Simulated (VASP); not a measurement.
# Ca (Im-3m) in VASP: further runs

Runs on Ca. Level: r2SCAN. Tasks: single point.

Program: VASP 6.6.1. These are calculated values, not measurements. Logs are shortened: lines on timing, memory, paths and dates and some standing lists are left out, and cuts for length are marked.

### Step 1. The cell of the first run

It takes space group Im-3m (No. 229, cubic). Conventional cell: a = 4.422 Å, b = 4.422 Å, c = 4.422 Å, α = 90.00°, β = 90.00°, γ = 90.00°. Within 5.0 Å of Ca (site symmetry m-3m) lie 14 Ca at 3.83 to 4.42 Å.

This isn't the form of Ca at room conditions, which is fcc.

### Step 2. Single point, r2SCAN

File POSCAR:

```
Ca
1.0
   -2.2111127505      2.2111127505      2.2111127505
    2.2111127505     -2.2111127505      2.2111127505
    2.2111127505      2.2111127505     -2.2111127505
Ca
1
Direct
    0.0000000000      0.0000000000      0.0000000000
```

File INCAR.step1:

```
  ALGO = Normal
  EDIFF = 1E-4
  ENCUT = 520
  GGA = PE
  ISMEAR = -1
  LASPH = True
  LCHARG = False
  LREAL = False
  LWAVE = True
  NBANDS = 11
  NELM = 60
  PREC = Accurate
  SIGMA = 0.1
```

File INCAR.step2:

```
  ALGO = Normal
  EDIFF = 1E-6
  ENCUT = 520
  ISIF = 2
  ISMEAR = -1
  ISTART = 1
  LASPH = True
  LCHARG = True
  LELF = True
  LMIXTAU = True
  LREAL = False
  LVHAR = True
  LWAVE = False
  METAGGA = R2SCAN
  NBANDS = 11
  NELM = 60
  PREC = Accurate
  SIGMA = 0.1
```

File KPOINTS:

```
k-points
0
Gamma
  10 10 10
```

Potentials or basis: VASP PAW PBE potentials, release 64 (Ca_sv).

Run with:

```console
$ cat potpaw_PBE.64/Ca_sv/POTCAR > POTCAR
$ cp INCAR.step1 INCAR
$ mpirun -np 1 vasp_std > vasp.out
$ cp INCAR.step2 INCAR
$ mpirun -np 1 vasp_std > vasp.out
```

OUTCAR:

```text
EDIFF = 1E-6
   ENCUT = 520
   ISIF = 2
   ISMEAR = -1
   ISTART = 1
   LASPH = True
   LREAL = False
   METAGGA = R2SCAN
   NELM = 60
   PREC = Accurate

 ion  position               nearest neighbor table
   1  0.000  0.000  0.000-

  LATTYP: Found a body centered cubic cell.
 ALAT       =     4.4222255010

  Lattice vectors:

 A1 = (  -2.2111127505,   2.2111127505,   2.2111127505)
 A2 = (   2.2111127505,  -2.2111127505,   2.2111127505)
 A3 = (   2.2111127505,   2.2111127505,  -2.2111127505)

Analysis of symmetry for initial positions (statically):
=====================================================================
 Subroutine PRICEL returns:
 Original cell was already a primitive cell.

 Routine SETGRP: Setting up the symmetry group for a
 body centered cubic supercell.

 Subroutine GETGRP returns: Found 48 space group operations
 (whereof 48 operations were pure point group operations)
 out of a pool of 48 trial point group operations.

The static configuration has the point symmetry O_h .

Analysis of symmetry for dynamics (positions and initial velocities):
=====================================================================
 Subroutine PRICEL returns:
 Original cell was already a primitive cell.

 Routine SETGRP: Setting up the symmetry group for a
 body centered cubic supercell.

 Subroutine GETGRP returns: Found 48 space group operations
 (whereof 48 operations were pure point group operations)
 out of a pool of 48 trial point group operations.

The dynamic configuration has the point symmetry O_h .

 Subroutine INISYM returns: Found 48 space group operations
 (whereof 48 operations are pure point group operations),
 and found     1 'primitive' translations

----------------------------------------------------------------------------------------

                                     Primitive cell

  volume of cell :      43.2407

  direct lattice vectors                    reciprocal lattice vectors
    -2.211112750  2.211112750  2.211112750     0.000000000  0.226130486  0.226130486
     2.211112750 -2.211112750  2.211112750     0.226130486  0.000000000  0.226130486
     2.211112750  2.211112750 -2.211112750     0.226130486  0.226130486  0.000000000

  length of vectors
     3.829759625  3.829759625  3.829759625     0.319796800  0.319796800  0.319796800

  position of ions in fractional coordinates (direct lattice)
     0.000000000  0.000000000  0.000000000

  ion indices of the primitive-cell ions
   primitive index   ion index
                 1           1

----------------------------------------------------------------------------------------

 KPOINTS: k-points

Automatic generation of k-mesh.
 Grid dimensions read from file:
 generate k-points for:   10   10   10

 Generating k-lattice:

  Cartesian coordinates                     Fractional coordinates (reciprocal lattice)
     0.000000000  0.022613049  0.022613049     0.100000000  0.000000000  0.000000000
     0.022613049  0.000000000  0.022613049     0.000000000  0.100000000  0.000000000
     0.022613049  0.022613049  0.000000000     0.000000000  0.000000000  0.100000000

  Length of vectors
     0.031979680  0.031979680  0.031979680

  Shift w.r.t. Gamma in fractional coordinates (k-lattice)
     0.000000000  0.000000000  0.000000000

 Subroutine IBZKPT returns following result:
 ===========================================

 Found     47 irreducible k-points:

 Following reciprocal coordinates:
            Coordinates               Weight
  0.000000  0.000000  0.000000      1.000000
  0.100000  0.000000  0.000000     12.000000
  0.200000  0.000000  0.000000     12.000000
  0.300000  0.000000  0.000000     12.000000
  0.400000  0.000000  0.000000     12.000000
  0.500000  0.000000  0.000000      6.000000
[... 16 lines left out ...]
  0.300000  0.300000  0.100000      8.000000
 -0.300000  0.300000  0.100000     24.000000
 [... further k-points ...]
   k-points           NKPTS =     47   k-points in BZ     NKDIM =     47   number of bands    NBANDS=     11
   number of dos      NEDOS =    301   number of ions     NIONS =      1
   total plane-waves  NPLWV =  21952
   dimension x,y,z NGX =    28 NGY =   28 NGZ =   28
   dimension x,y,z NGXF=    56 NGYF=   56 NGZF=   56
   ions per type =               1
   NGX,Y,Z   is equivalent  to a cutoff of  12.15, 12.15, 12.15 a.u.
   NGXF,Y,Z  is equivalent  to a cutoff of  24.31, 24.31, 24.31 a.u.
 SYSTEM =  unknown system
   PREC   = accura    normal or accurate (medium, high low for compatibility)
   ISTART =      1    job   : 0-new  1-cont  2-samecut
   ICHARG =      0    charge: 1-file 2-atom 10-const
   ISPIN  =      1    spin polarized calculation?
   LNONCOLLINEAR =      F non collinear calculations
   LSORBIT =      F    spin-orbit coupling
   LASPH  =      T    aspherical Exc in radial PAW
   ENCUT  =  520.0 eV  38.22 Ry    6.18 a.u.   7.12  7.12  7.12*2*pi/ulx,y,z
   NELM   =     60;   NELMIN=  2; NELMDL=  0     # of ELM steps
[... 55 lines left out ...]
  band No.  band energies     occupation
      1     -41.9355      2.00000
      2     -21.9649      2.00000
      3     -21.9648      2.00000
      4     -21.9648      2.00000
      5      -2.3351      2.00000
      6       4.5834      0.00000
      7       4.5834      0.00000
      8       4.5834      0.00000
      9       5.6522      0.00000
     10       5.6522      0.00000
     11      12.5966      0.00000

 k-point     2 :       0.1000    0.0000    0.0000
  band No.  band energies     occupation
      1     -41.9342      2.00000
      2     -21.9780      2.00000
      3     -21.9692      2.00000
      4     -21.9648      2.00000
      5      -2.1479      2.00000
      6       4.4639      0.00000
      7       4.4932      0.00000
      8       4.7214      0.00000
      9       5.5239      0.00000
     10       5.6546      0.00000
     11      12.2981      0.00000

 k-point     3 :       0.2000    0.0000    0.0000
  band No.  band energies     occupation
      1     -41.9307      2.00000
      2     -22.0123      2.00000
      3     -21.9805      2.00000
      4     -21.9648      2.00000
      5      -1.6038      2.00000
      6       4.0673      0.00000
      7       4.1770      0.00000
      8       5.1200      0.00000
      9       5.4341      0.00000
     10       5.6818      0.00000
     11      11.0254      0.00000

 k-point     4 :       0.3000    0.0000    0.0000
  band No.  band energies     occupation
      1     -41.9263      2.00000
      2     -22.0542      2.00000
      3     -21.9945      2.00000
      4     -21.9648      2.00000
      5      -0.7584      2.00000
      6       3.3465      0.00000
      7       3.8628      0.00000
      8       5.5184      0.00000
      9       5.7216      0.00000
     10       5.7631      0.00000
     11       9.3748      0.00000

 k-point     5 :       0.4000    0.0000    0.0000
  band No.  band energies     occupation
      1     -41.9228      2.00000
      2     -22.0877      2.00000
      3     -22.0057      2.00000
      4     -21.9648      2.00000
      5       0.2775      2.00000
      6       2.5109      0.00639
      7       3.6338      0.00000
      8       5.5779      0.00000
      9       5.8793      0.00000
     10       6.3748      0.00000
     11       8.1638      0.00000
[... 211 lines left out ...]
 k-point    21 :       0.3000    0.2000    0.1000
  band No.  band energies     occupation
      1     -41.9210      2.00000
      2     -22.0718      2.00000
      3     -22.0248      2.00000
      4     -21.9885      2.00000
      5       1.4515      1.98449
      6       2.3039      0.04955
      7       2.9152      0.00011
      8       5.8035      0.00000
      9       5.9445      0.00000
     10       7.0003      0.00000
     11       7.2054      0.00000

 k-point    22 :      -0.2000    0.2000    0.1000
  band No.  band energies     occupation
      1     -41.9294      2.00000
      2     -22.0122      2.00000
      3     -21.9851      2.00000
      4     -21.9755      2.00000
      5      -1.4272      2.00000
      6       4.1195      0.00000
      7       4.2542      0.00000
      8       4.9576      0.00000
      9       5.0901      0.00000
     10       5.8937      0.00000
     11      11.1150      0.00000

 k-point    23 :       0.3000    0.3000    0.1000
  band No.  band energies     occupation
      1     -41.9205      2.00000
      2     -22.0497      2.00000
      3     -22.0496      2.00000
      4     -21.9928      2.00000
      5       2.1713      0.17469
      6       2.1713      0.17465
      7       2.4784      0.00883
      8       5.9143      0.00000
      9       5.9143      0.00000
     10       6.5360      0.00000
     11       7.7970      0.00000

 k-point    24 :      -0.3000    0.3000    0.1000
  band No.  band energies     occupation
      1     -41.9252      2.00000
      2     -22.0523      2.00000
      3     -21.9992      2.00000
      4     -21.9750      2.00000
      5      -0.5951      2.00000
      6       3.3801      0.00000
      7       3.9678      0.00000
      8       5.0842      0.00000
      9       5.6845      0.00000
     10       5.9231      0.00000
     11       9.4060      0.00000

 [... further k-points ...]

------------------------ aborting loop because EDIFF is reached ----------------------------------------

  FORCE on cell =-STRESS in cart. coord.  units (eV):
  Direction    XX          YY          ZZ          XY          YZ          ZX
  --------------------------------------------------------------------------------------
  -------------------------------------------------------------------------------------
  Total        0.0173854      0.0173854      0.0173854     -0.0000000     -0.0000000      0.0000000
  in kB        0.6441734      0.6441734      0.6441734     -0.0000000     -0.0000000      0.0000000
  external PRESSURE =       0.6441734 kB  Pullay stress =       0.0000000 kB

 VOLUME and BASIS-vectors are now :
 -----------------------------------------------------------------------------
  energy-cutoff  :      520.00
  volume of cell :       43.24
      direct lattice vectors                 reciprocal lattice vectors
    -2.211112750  2.211112750  2.211112750     0.000000000  0.226130486  0.226130486
     2.211112750 -2.211112750  2.211112750     0.226130486  0.000000000  0.226130486
     2.211112750  2.211112750 -2.211112750     0.226130486  0.226130486  0.000000000

 POSITION                                       TOTAL-FORCE (eV/Angst)
 -----------------------------------------------------------------------------------
      0.00000      0.00000      0.00000         0.000000      0.000000      0.000000
 -----------------------------------------------------------------------------------
    total drift:                               -0.000000     -0.000000     -0.000000

  FREE ENERGIE OF THE ION-ELECTRON SYSTEM (eV)
  ---------------------------------------------------
  free  energy   TOTEN  =        -7.0403800046 eV

  energy  without entropy=       -6.9984908358  energy(sigma->0) =       -7.01943542
```

It took 28 s on 1 thread of Intel Xeon 6975P-C (Granite Rapids), shared host; peak memory 0.17 GiB.

Results:

```yaml
Free_energy: -7.0404 eV
Pressure: 0.1 GPa
Band_gap_on_the_k_mesh: zero (bands 5 and 6 overlap by 0.38 eV)
```

Levels at points of the mesh, in eV from the Fermi level:
| k point | band 1 | band 2 | band 3 | band 4 | band 5 | band 6 | band 7 | band 8 | band 9 | band 10 |
| --- | --- | --- | --- | --- | --- | --- | --- | --- | --- | --- |
| (0.00, 0.00, 0.00) | -43.87 | -23.90 | -23.90 | -23.90 | -4.27 | 2.65 | 2.65 | 2.65 | 3.72 | 3.72 |
| (0.50, 0.00, 0.00) | -43.86 | -24.04 | -23.95 | -23.90 | -0.84 | -0.14 | 1.61 | 3.63 | 4.00 | 4.77 |
| (0.50, 0.50, 0.50) | -43.85 | -24.00 | -24.00 | -24.00 | 0.17 | 0.17 | 4.10 | 4.10 | 4.10 | 4.54 |

Caveat: the PAW data sets were made with another functional, which shifts forces and pressure a little.

### Step 3. Single point, r2SCAN (38.05 Å³/atom)

This run uses another cell than the first one, of 38.05 Å³/atom.

File POSCAR:

```
Ca
1.0
   -2.1188739078      2.1188739078      2.1188739078
    2.1188739078     -2.1188739078      2.1188739078
    2.1188739078      2.1188739078     -2.1188739078
Ca
1
Direct
    0.0000000000      0.0000000000      0.0000000000
```

File INCAR.step1:

```
ALGO = Normal ; EDIFF = 1E-4
ENCUT = 520 ; GGA = PE
ISMEAR = -1 ; LASPH = True
LCHARG = False ; LREAL = False
LWAVE = True ; NBANDS = 11
NELM = 60 ; PREC = Accurate
SIGMA = 0.1
```

File INCAR.step2:

```
ALGO = Normal ; EDIFF = 1E-6
ENCUT = 520 ; ISIF = 2
ISMEAR = -1 ; ISTART = 1
LASPH = True ; LCHARG = True
LELF = True ; LMIXTAU = True
LREAL = False ; LVHAR = True
LWAVE = False ; METAGGA = R2SCAN
NBANDS = 11 ; NELM = 60
PREC = Accurate ; SIGMA = 0.1
```

File KPOINTS:

```
k-points
0
Gamma
  11 11 11
```

Potentials or basis: VASP PAW PBE potentials, release 64 (Ca_sv).

Run with:

```console
$ cat potpaw_PBE.64/Ca_sv/POTCAR > POTCAR
$ cp INCAR.step1 INCAR
$ mpirun -np 1 vasp_std > vasp.out
$ cp INCAR.step2 INCAR
$ mpirun -np 1 vasp_std > vasp.out
```

It took 35 s on 1 thread of Intel Xeon 6975P-C (Granite Rapids), shared host; peak memory 0.17 GiB.

It converged, with:

```
Free energy            : -6.9940 eV
Pressure               : 2.8 GPa
Band gap on the k mesh : zero (bands 5 and 6 overlap by 0.36 eV)
```

Levels at points of the mesh, in eV from the Fermi level:
```csv
k point,band 2,band 3,band 4,band 5,band 6,band 7,band 8,band 9
"(0.00, 0.00, 0.00)",-23.56,-23.56,-23.56,-4.50,2.84,2.84,2.84,4.05
```

Caveat: the PAW data sets were made with another functional, which shifts forces and pressure a little.

### Step 4. Single point, r2SCAN (39.78 Å³/atom)

This run uses another cell than the first one, of 39.78 Å³/atom.

File POSCAR:

```
Ca
1.0
   -2.1505035547      2.1505035547      2.1505035547
    2.1505035547     -2.1505035547      2.1505035547
    2.1505035547      2.1505035547     -2.1505035547
Ca
1
Direct
    0.0000000000      0.0000000000      0.0000000000
```

Changes to INCAR.step1 since step 3:

```diff
@@ -5,3 +5,3 @@
 LWAVE = True ; NBANDS = 11
-NELM = 60 ; PREC = Accurate
+NELM = 80 ; PREC = Accurate
 SIGMA = 0.1
```

File INCAR.step2:

```
ALGO = Normal ; EDIFF = 1E-6
ENCUT = 520 ; ISIF = 2
ISMEAR = -1 ; ISTART = 1
LASPH = True ; LCHARG = False
LMIXTAU = True ; LREAL = False
LWAVE = False ; METAGGA = R2SCAN
NBANDS = 11 ; NELM = 80
PREC = Accurate ; SIGMA = 0.1
```

KPOINTS is that of step 3.

Run with:

```console
$ cat potpaw_PBE.64/Ca_sv/POTCAR > POTCAR
$ cp INCAR.step1 INCAR
$ mpirun -np 1 vasp_std > vasp.out
$ cp INCAR.step2 INCAR
$ mpirun -np 1 vasp_std > vasp.out
```

Run time: 37 s. Hardware: 1 thread of Intel Xeon 6975P-C (Granite Rapids), shared host; peak memory 0.17 GiB.

It converged, with:

```yaml
Free_energy: -7.0188 eV
Pressure: 1.7 GPa
Band_gap_on_the_k_mesh: zero (bands 5 and 6 overlap by 0.38 eV)
```

Levels at points of the mesh, in eV from the Fermi level:
```tsv
k point	band 1	band 2	band 3	band 4	band 5	band 6	band 7	band 8	band 9	band 10
(0.00, 0.00, 0.00)	-43.66	-23.68	-23.68	-23.68	-4.42	2.78	2.78	2.78	3.93	3.93
```

Caveat: the PAW data sets were made with another functional, which shifts forces and pressure a little.

### Step 5. Single point, r2SCAN (41.51 Å³/atom)

This run uses another cell than the first one, of 41.51 Å³/atom.

File POSCAR:

```
Ca
1.0
   -2.1812291852      2.1812291852      2.1812291852
    2.1812291852     -2.1812291852      2.1812291852
    2.1812291852      2.1812291852     -2.1812291852
Ca
1
Direct
    0.0000000000      0.0000000000      0.0000000000
```

File INCAR.step1:

```
SYSTEM = Ca
ALGO     = Normal         ! electronic algorithm
EDIFF    = 1E-4           ! SCF threshold, eV
ENCUT    = 520            ! plane-wave cutoff, eV
GGA      = PE             ! functional
ISMEAR   = -1             ! smearing method
LASPH    = .True.         ! aspherical terms in the spheres
LCHARG   = .False.        ! write CHGCAR
LREAL    = .False.        ! projectors in reciprocal space
LWAVE    = .True.         ! write WAVECAR
NBANDS   = 11             ! bands
NELM     = 60             ! most SCF steps
PREC     = Accurate       ! precision mode
SIGMA    = 0.1            ! smearing width, eV
```

File INCAR.step2:

```
SYSTEM = Ca
ALGO     = Normal         ! electronic algorithm
EDIFF    = 1E-7           ! SCF threshold, eV
ENCUT    = 520            ! plane-wave cutoff, eV
ISIF     = 2              ! what is computed and relaxed
ISMEAR   = -1             ! smearing method
ISTART   = 1            
LASPH    = .True.         ! aspherical terms in the spheres
LCHARG   = .False.        ! write CHGCAR
LMIXTAU  = .True.       
LREAL    = .False.        ! projectors in reciprocal space
LWAVE    = .False.        ! write WAVECAR
METAGGA  = R2SCAN         ! meta-GGA
NBANDS   = 11             ! bands
NELM     = 60             ! most SCF steps
PREC     = Accurate       ! precision mode
SIGMA    = 0.1            ! smearing width, eV
```

File KPOINTS:

```
k-points
0
Gamma
  11 11 11
  0 0 0
```

Run with:

```console
$ cat potpaw_PBE.64/Ca_sv/POTCAR > POTCAR
$ cp INCAR.step1 INCAR
$ mpirun -np 1 vasp_std > vasp.out
$ cp INCAR.step2 INCAR
$ mpirun -np 1 vasp_std > vasp.out
```

Run time: 57 s. Hardware: 1 thread of Intel Xeon 6975P-C (Granite Rapids), shared host; peak memory 0.17 GiB.

Results (log left out):

```
Free energy            : -7.0331 eV
Pressure               : 0.8 GPa
Band gap on the k mesh : zero (bands 5 and 6 overlap by 0.41 eV)
```

Levels at points of the mesh, in eV from the Fermi level:
```tsv
k point	band 2	band 3	band 4	band 5	band 6	band 7	band 8	band 9
(0.00, 0.00, 0.00)	-23.79	-23.79	-23.79	-4.34	2.71	2.71	2.71	3.82
```

Caveat: the PAW data sets were made with another functional, which shifts forces and pressure a little.

### Step 6. Single point, r2SCAN (43.24 Å³/atom)

File POSCAR:

```
Ca
1.0
   -2.2111127505      2.2111127505      2.2111127505
    2.2111127505     -2.2111127505      2.2111127505
    2.2111127505      2.2111127505     -2.2111127505
Ca
1
Direct
    0.0000000000      0.0000000000      0.0000000000
```

File INCAR.step1:

```
SYSTEM = Ca
PREC = Accurate ; ENCUT = 520
ISMEAR = -1 ; SIGMA = 0.1
LREAL = .False. ; LASPH = .True.
NELM = 100 ; NBANDS = 11
GGA = PE ; ALGO = Normal
EDIFF = 1E-4 ; LWAVE = .True.
LCHARG = .False.
```

File INCAR.step2:

```
SYSTEM = Ca
PREC = Accurate ; ENCUT = 520
EDIFF = 1E-6 ; ISMEAR = -1
SIGMA = 0.1 ; LREAL = .False.
LASPH = .True. ; NELM = 100
ALGO = Normal ; ISIF = 2
LWAVE = .False. ; LCHARG = .False.
METAGGA = R2SCAN ; LMIXTAU = .True.
NBANDS = 11 ; ISTART = 1
```

File KPOINTS:

```
Automatic mesh
0
Gamma
  11 11 11
  0 0 0
```

Potentials or basis: VASP PAW PBE potentials, release 64 (Ca_sv).

Run with:

```console
$ cat potpaw_PBE.64/Ca_sv/POTCAR > POTCAR
$ cp INCAR.step1 INCAR
$ mpirun -np 1 vasp_std > vasp.out
$ cp INCAR.step2 INCAR
$ mpirun -np 1 vasp_std > vasp.out
```

Run time: 39 s. Hardware: 1 thread of Intel Xeon 6975P-C (Granite Rapids), shared host; peak memory 0.17 GiB.

It converged, with:

```
Free energy            : -7.0383 eV
Pressure               : 0.1 GPa
Band gap on the k mesh : zero (bands 5 and 6 overlap by 0.43 eV)
```

Levels at points of the mesh, in eV from the Fermi level:
| k point | band 2 | band 3 | band 4 | band 5 | band 6 | band 7 | band 8 | band 9 |
| --- | --- | --- | --- | --- | --- | --- | --- | --- |
| (0.00, 0.00, 0.00) | -23.90 | -23.90 | -23.90 | -4.27 | 2.65 | 2.65 | 2.65 | 3.72 |

Caveat: the PAW data sets were made with another functional, which shifts forces and pressure a little.

### Step 7. Summary

| cell | k mesh | gap on the mesh (eV) | pressure (GPa) |
| --- | --- | --- | --- |
| a = 3.830 Å, angles 109.5°, 1 atom | 10 × 10 × 10 | none | 0.1 |
| a = 3.670 Å, angles 109.5°, 1 atom | 11 × 11 × 11 | none | 2.8 |
| a = 3.725 Å, angles 109.5°, 1 atom | 11 × 11 × 11 | none | 1.7 |
| a = 3.778 Å, angles 109.5°, 1 atom | 11 × 11 × 11 | none | 0.8 |
| a = 3.830 Å, angles 109.5°, 1 atom | 11 × 11 × 11 | none | 0.1 |

Alike in all rows: task single point; level r2SCAN; potentials or basis VASP PAW PBE potentials, release 64 (Ca_sv); no spin polarisation; cutoff (eV) 520; smearing fermi-dirac 0.1 eV.

Caveats: the PAW data sets were made with another functional, which shifts forces and pressure a little.

Absolute energies hang on the potentials; compare differences alone.
